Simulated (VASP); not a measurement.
# ZnH2 (P-6m2) in VASP: notebook

ZnH2 is run at these levels: PBE; tasks: single point, relaxation of cell and atoms.

Everything below comes from runs of VASP 6.6.1. Logs are shortened: lines on timing, memory, paths and dates and some standing lists are left out, and cuts for length are marked.

### 1 The cell of the first run

It takes space group P-6m2 (No. 187, hexagonal). The conventional cell has a = 3.036 Å, b = 3.036 Å, c = 3.087 Å, α = 90.00°, β = 90.00°, γ = 120.00°. Zn (site symmetry -6m2) has 3 H at 1.75 Å within 2.3 Å. Within 3.1 Å of H (site symmetry -6m2) lie 6 Zn at 2.34 Å and 14 H at 2.34 to 3.09 Å. Within 2.3 Å of H (site symmetry -6m2) lie 3 Zn at 1.75 Å.

### 2 Single point, PBE

INCAR reads:

```
SYSTEM = ZnH2
PREC = Accurate ; ENCUT = 520
EDIFF = 1E-7 ; ISMEAR = 0
SIGMA = 0.1 ; LREAL = .FALSE.
LASPH = .TRUE. ; NELM = 60
ALGO = Normal ; ISIF = 2
LWAVE = .FALSE. ; LCHARG = .TRUE.
GGA = PE ; LELF = .TRUE.
LVHAR = .TRUE. ; NBANDS = 14
```

KPOINTS reads:

```
regular mesh
0
G
  6 6 6
  0 0 0
```

POSCAR reads:

```
ZnH2
1.0
    3.0361765043      0.0000000000      0.0000000000
   -1.5180882521      2.6294059831      0.0000000000
    0.0000000000      0.0000000000      3.0874096940
Zn H
1 2
Direct
    0.0000000000      0.0000000000      0.5000000000
    0.3333333333      0.6666666667      0.0000000000
    0.6666666667      0.3333333333      0.5000000000
```

Potentials or basis: VASP PAW PBE potentials, release 64 (Zn, H).

Run with:

```bash
$ cat potpaw_PBE.64/Zn/POTCAR potpaw_PBE.64/H/POTCAR > POTCAR
$ mpirun -np 1 vasp_std > vasp.out
```

OUTCAR:

```text
SYSTEM = ZnH2
   PREC = Accurate
   ENCUT = 520
   EDIFF = 1E-7
   ISMEAR = 0
   LREAL = .FALSE.
   LASPH = .TRUE.
   NELM = 60
   ISIF = 2
   GGA = PE

 ion  position               nearest neighbor table
   1  0.000  0.000  0.500-   3 1.75   3 1.75   3 1.75
   2  0.333  0.667  0.000-
   3  0.667  0.333  0.500-   1 1.75   1 1.75   1 1.75

  LATTYP: Found a hexagonal cell.
 ALAT       =     3.0361765043
 C/A-ratio  =     1.0168742462

  Lattice vectors:

 A1 = (   3.0361765043,   0.0000000000,   0.0000000000)
 A2 = (  -1.5180882521,   2.6294059831,   0.0000000000)
 A3 = (   0.0000000000,   0.0000000000,   3.0874096940)

Analysis of symmetry for initial positions (statically):
=====================================================================
 Subroutine PRICEL returns:
 Original cell was already a primitive cell.

 Routine SETGRP: Setting up the symmetry group for a
 hexagonal supercell.

 Subroutine GETGRP returns: Found 12 space group operations
 (whereof 12 operations were pure point group operations)
 out of a pool of 24 trial point group operations.

The static configuration has the point symmetry D_3h.

Analysis of symmetry for dynamics (positions and initial velocities):
=====================================================================
 Subroutine PRICEL returns:
 Original cell was already a primitive cell.

 Routine SETGRP: Setting up the symmetry group for a
 hexagonal supercell.

 Subroutine GETGRP returns: Found 12 space group operations
 (whereof 12 operations were pure point group operations)
 out of a pool of 24 trial point group operations.

The dynamic configuration has the point symmetry D_3h.

 Subroutine INISYM returns: Found 12 space group operations
 (whereof 12 operations are pure point group operations),
 and found     1 'primitive' translations

----------------------------------------------------------------------------------------

                                     Primitive cell

  volume of cell :      24.6478

  direct lattice vectors                    reciprocal lattice vectors
     3.036176504  0.000000000  0.000000000     0.329361616  0.190157018  0.000000000
    -1.518088252  2.629405983  0.000000000     0.000000000  0.380314035  0.000000000
     0.000000000  0.000000000  3.087409694     0.000000000  0.000000000  0.323896113

  length of vectors
     3.036176504  3.036176504  3.087409694     0.380314035  0.380314035  0.323896113

  position of ions in fractional coordinates (direct lattice)
     0.000000000  0.000000000  0.500000000
     0.333333333  0.666666667  0.000000000
     0.666666667  0.333333333  0.500000000

  ion indices of the primitive-cell ions
   primitive index   ion index
                 1           1
                 2           2
                 3           3

----------------------------------------------------------------------------------------

 KPOINTS: regular mesh

Automatic generation of k-mesh.
 Grid dimensions read from file:
 generate k-points for:    6    6    6

 Generating k-lattice:

  Cartesian coordinates                     Fractional coordinates (reciprocal lattice)
     0.054893603  0.031692836  0.000000000     0.166666667 -0.000000000  0.000000000
     0.000000000  0.063385673  0.000000000     0.000000000  0.166666667  0.000000000
     0.000000000  0.000000000  0.053982686     0.000000000  0.000000000  0.166666667

  Length of vectors
     0.063385673  0.063385673  0.053982686

  Shift w.r.t. Gamma in fractional coordinates (k-lattice)
     0.000000000  0.000000000  0.000000000

 Subroutine IBZKPT returns following result:
 ===========================================

 Found     28 irreducible k-points:

 Following reciprocal coordinates:
            Coordinates               Weight
  0.000000  0.000000  0.000000      1.000000
  0.166667  0.000000  0.000000      6.000000
  0.333333 -0.000000  0.000000      6.000000
  0.500000  0.000000  0.000000      3.000000
  0.166667  0.166667  0.000000      6.000000
  0.333333  0.166667  0.000000     12.000000
[... 16 lines left out ...]
  0.166667  0.000000  0.500000      6.000000
  0.333333 -0.000000  0.500000      6.000000
 [... further k-points ...]
   k-points           NKPTS =     28   k-points in BZ     NKDIM =     28   number of bands    NBANDS=     14
   number of dos      NEDOS =    301   number of ions     NIONS =      3
   total plane-waves  NPLWV =  13824
   dimension x,y,z NGX =    24 NGY =   24 NGZ =   24
   dimension x,y,z NGXF=    48 NGYF=   48 NGZF=   48
   ions per type =               1   2
   NGX,Y,Z   is equivalent  to a cutoff of  13.14, 13.14, 12.92 a.u.
   NGXF,Y,Z  is equivalent  to a cutoff of  26.28, 26.28, 25.85 a.u.
 SYSTEM =  ZnH2
   PREC   = accura    normal or accurate (medium, high low for compatibility)
   ISTART =      0    job   : 0-new  1-cont  2-samecut
   ICHARG =      2    charge: 1-file 2-atom 10-const
   ISPIN  =      1    spin polarized calculation?
   LNONCOLLINEAR =      F non collinear calculations
   LSORBIT =      F    spin-orbit coupling
   LASPH  =      T    aspherical Exc in radial PAW
   ENCUT  =  520.0 eV  38.22 Ry    6.18 a.u.   5.65  5.65  5.74*2*pi/ulx,y,z
   NELM   =     60;   NELMIN=  2; NELMDL= -5     # of ELM steps
   EDIFF  = 0.1E-06   stopping-criterion for ELM
   LREAL  =      F    real-space projection
   EDIFFG = 0.1E-05   stopping-criterion for IOM
   NSW    =      0    number of steps for IOM
   IBRION =     -1    ionic relax: 0-MD 1-quasi-New 2-CG
   NFREE  =      0    steps in history (QN), initial steepest desc. (CG)
   ISIF   =      2    stress and relaxation
   ISYM   =      2    0-nonsym 1-usesym 2-fastsym
   POTIM  = 0.5000    time-step for ionic-motion
   TEBEG  =    0.0;   TEEND  =   0.0 temperature during run
   PSTRESS=    0.0 pullay stress
   NELECT =      14.0000    total number of electrons
   NUPDOWN=      -1.0000    fix difference up-down
   EMIN   =  10.00;   EMAX   =-10.00  energy-range for DOS
   EFERMI =   0.00;   METHOD = LEGACY
   ISMEAR =     0;   SIGMA  =   0.10  broadening in eV -4-tet -1-fermi 0-gaus
   EFERMI_NEDOS =   21; number of points for ismear=-14 and -15
   IALGO  =     38    algorithm
   IMIX   =      4    mixing-type and parameters
     AMIX     =   0.40;   BMIX     =  1.00
     AMIX_MAG =   1.60;   BMIX_MAG =  1.00
  volume/ion in A,a.u.               =       8.22        55.44
  Fermi-wavevector in a.u.,A,eV,Ry     =   1.355786  2.562064 25.009633  1.838156
  Thomas-Fermi vector in A             =   2.482844
   LORBIT       =      0    0 simple, 1 ext, 2 COOP (PROOUT), +10 PAW based schemes
   GGA     = PE    functional components
   LHFCALC =     F    Hartree Fock is set to
   AEXX    =    0.0000 exact exchange contribution
   IVDW    =     0    specifies the selected vdW correction
   LEPSILON=     F    determine dielectric tensor
   LRPA    =     F    only Hartree local field effects (RPA)
 non-spin polarized calculation
 Gauss-broadening in eV      SIGMA  =   0.10
  energy-cutoff  :      520.00
  volume of cell :       24.65
 maximum number of plane-waves:       684
 NGX is ok and might be reduce to    24

 number of electron      13.9999995 magnetization

 Free energy of the ion-electron system (eV)
  ---------------------------------------------------
  ext. energy  EPLUGINS =         0.00000000
  ---------------------------------------------------
  free energy    TOTEN  =        -6.26738668 eV

  energy without entropy =       -6.26552617  energy(sigma->0) =       -6.26645643

 E-fermi :   1.7259     XC(G=0): -10.5020

 val. band max:        1.5852297370   @ k =   0.3333   0.3333   0.3333
 cond. band min:       1.7261121030   @ k =   0.1667   0.1667   0.0000
 fundamental gap:      0.1408823660
 Fermi energy:         1.7258501464

 k-point     1 :       0.0000    0.0000    0.0000
  band No.  band energies     occupation
      1      -9.4437      2.00000
      2      -6.0595      2.00000
      3      -5.7698      2.00000
      4      -5.7697      2.00000
      5      -5.3673      2.00000
      6      -5.3673      2.00000
      7       3.0628      0.00000
      8       7.9093      0.00000
      9      12.8935      0.00000
     10      13.1687      0.00000
     11      13.1687      0.00000
     12      14.0923      0.00000
     13      15.8453      0.00000
     14      15.8454      0.00000

 k-point     2 :       0.1667    0.0000    0.0000
  band No.  band energies     occupation
      1      -8.8706      2.00000
      2      -6.0314      2.00000
      3      -5.8302      2.00000
      4      -5.6672      2.00000
      5      -5.4301      2.00000
      6      -5.3792      2.00000
      7       2.7194      0.00000
      8       8.0219      0.00000
      9       8.6158      0.00000
     10      10.9536      0.00000
     11      12.4138      0.00000
     12      16.3465      0.00000
     13      19.0924      0.00000
     14      20.8397      0.00000

 k-point     3 :       0.3333   -0.0000    0.0000
  band No.  band energies     occupation
      1      -7.4520      2.00000
      2      -5.9079      2.00000
      3      -5.7447      2.00000
      4      -5.5494      2.00000
      5      -5.4516      2.00000
      6      -5.4030      2.00000
      7       0.4152      2.00000
      8       5.3866      0.00000
      9       8.9124      0.00000
     10      10.6111      0.00000
     11      12.1520      0.00000
     12      16.5348      0.00000
     13      18.7080      0.00000
     14      21.6136      0.00000
[... 324 lines left out ...]
 k-point    23 :       0.1667    0.0000    0.5000
  band No.  band energies     occupation
      1      -7.3269      2.00000
      2      -5.7740      2.00000
      3      -5.7660      2.00000
      4      -5.6417      2.00000
      5      -5.5018      2.00000
      6      -4.2148      2.00000
      7      -3.3530      2.00000
      8       8.6076      0.00000
      9       9.5459      0.00000
     10      13.4348      0.00000
     11      13.5408      0.00000
     12      15.6023      0.00000
     13      17.4399      0.00000
     14      21.3459      0.00000

 k-point    24 :       0.3333   -0.0000    0.5000
  band No.  band energies     occupation
      1      -6.7446      2.00000
      2      -6.0361      2.00000
      3      -5.5430      2.00000
      4      -5.5405      2.00000
      5      -5.4367      2.00000
      6      -3.5912      2.00000
      7      -1.5864      2.00000
      8       4.3652      0.00000
      9       5.9683      0.00000
     10      11.4512      0.00000
     11      12.2544      0.00000
     12      13.0083      0.00000
     13      15.8671      0.00000
     14      25.2386      0.00000

 [... further k-points ...]
[... 5 lines left out ...]
  --------------------------------------------------------------------------------------
  -------------------------------------------------------------------------------------
  Total        0.0162272      0.0162272     -0.0058698      0.0000000      0.0000000      0.0000000
  in kB        1.0548145      1.0548145     -0.3815539      0.0000000      0.0000000      0.0000000
  external PRESSURE =       0.5760251 kB  Pullay stress =       0.0000000 kB

 VOLUME and BASIS-vectors are now :
 -----------------------------------------------------------------------------
  energy-cutoff  :      520.00
  volume of cell :       24.65
      direct lattice vectors                 reciprocal lattice vectors
     3.036176504  0.000000000  0.000000000     0.329361616  0.190157018  0.000000000
    -1.518088252  2.629405983  0.000000000     0.000000000  0.380314035  0.000000000
     0.000000000  0.000000000  3.087409694     0.000000000  0.000000000  0.323896113

 POSITION                                       TOTAL-FORCE (eV/Angst)
 -----------------------------------------------------------------------------------
      0.00000      0.00000      1.54370        -0.000000      0.000000      0.000000
     -0.00000      1.75294      0.00000         0.000000      0.000000      0.000000
      1.51809      0.87647      1.54370         0.000000      0.000000      0.000000
 -----------------------------------------------------------------------------------
    total drift:                               -0.000000      0.000000      0.000000

  FREE ENERGIE OF THE ION-ELECTRON SYSTEM (eV)
  ---------------------------------------------------
  free  energy   TOTEN  =        -6.2673866792 eV

  energy  without entropy=       -6.2655261711  energy(sigma->0) =       -6.26645643
```

It took 13 s on 1 thread of AMD EPYC 7R43 (Zen 3), shared host; peak memory 0.1 GiB.

What came out:

```
Free energy            : -6.2674 eV
Pressure               : 0.1 GPa
Band gap on the k mesh : zero (band 7 reaches 3.06 eV, above the bottom of band 8 at -0.03 eV)
```

Caveat: the k points lie up to 0.40 Å⁻¹ apart.

### 3 Single point, PBE

This run uses another cell than the first one: it holds 6 atoms, not 3.

INCAR reads:

```
PREC = Accurate
ENCUT = 520
EDIFF = 1E-6
ISMEAR = 0
SIGMA = 0.1
LREAL = F
LASPH = T
NELM = 80
ALGO = Normal
ISIF = 2
LWAVE = F
LCHARG = F
GGA = PE
NBANDS = 23
```

KPOINTS reads:

```
regular mesh
0
Gamma
  6 6 2
```

POSCAR reads:

```
ZnH2
1.0
    3.0393270191      0.0000000000      0.0000000000
   -1.5196635095      2.6321344089      0.0000000000
    0.0000000000      0.0000000000      6.1303722449
Zn H
2 4
Direct
    0.0000000000      0.0000000000      0.7503355888
    0.0000000000      0.0000000000      0.2496644112
    0.3333333333      0.6666666667      0.0000000000
    0.3333333333      0.6666666667      0.5000000000
    0.6666666667      0.3333333333      0.2535611645
    0.6666666667      0.3333333333      0.7464388355
```

Potentials or basis: VASP PAW PBE potentials, release 64 (Zn, H).

Run with:

```bash
$ cat potpaw_PBE.64/Zn/POTCAR potpaw_PBE.64/H/POTCAR > POTCAR
$ mpirun -np 1 vasp_std > vasp.out
```

It took 22 s on 1 thread of AMD EPYC 7R43 (Zen 3), shared host; peak memory 0.13 GiB.

The run converged. Its results:

```yaml
Free_energy: -12.6069 eV
Pressure: -0.1 GPa
Largest_force: 0.017 eV/Å
Band_gap_on_the_k_mesh: zero (band 14 reaches 3.15 eV, above the bottom of band 15 at 0.71 eV)
```

Forces on the atoms (eV/Å):
```
Zn   0.000  0.000 -0.002
Zn   0.000  0.000  0.002
H    0.000  0.000  0.000
H    0.000  0.000  0.000
H    0.000  0.000 -0.017
H    0.000  0.000  0.017
```

Stress tensor (GPa, compression positive):
```
-0.01  0.00  0.00
 0.00 -0.01  0.00
 0.00  0.00 -0.19
```

Levels at points of the mesh, in eV from the Fermi level:
```tsv
k point	band 11	band 12	band 13	band 14	band 15	band 16	band 17	band 18
(0.00, 0.00, 0.00)	-7.23	-6.17	-6.06	1.24	6.21	8.85	9.60	11.01
(0.50, 0.00, 0.00)	-6.47	-4.39	-4.15	-1.98	0.02	1.81	3.19	6.25
(0.00, 0.00, 0.50)	-7.29	-7.29	-2.19	-2.05	7.16	7.39	10.69	10.79
(0.50, 0.00, 0.50)	-5.50	-5.49	-3.51	-3.51	2.06	2.12	5.00	5.10
```

Caveat: the k points lie up to 0.51 Å⁻¹ apart.

[end of part 1 of 2]
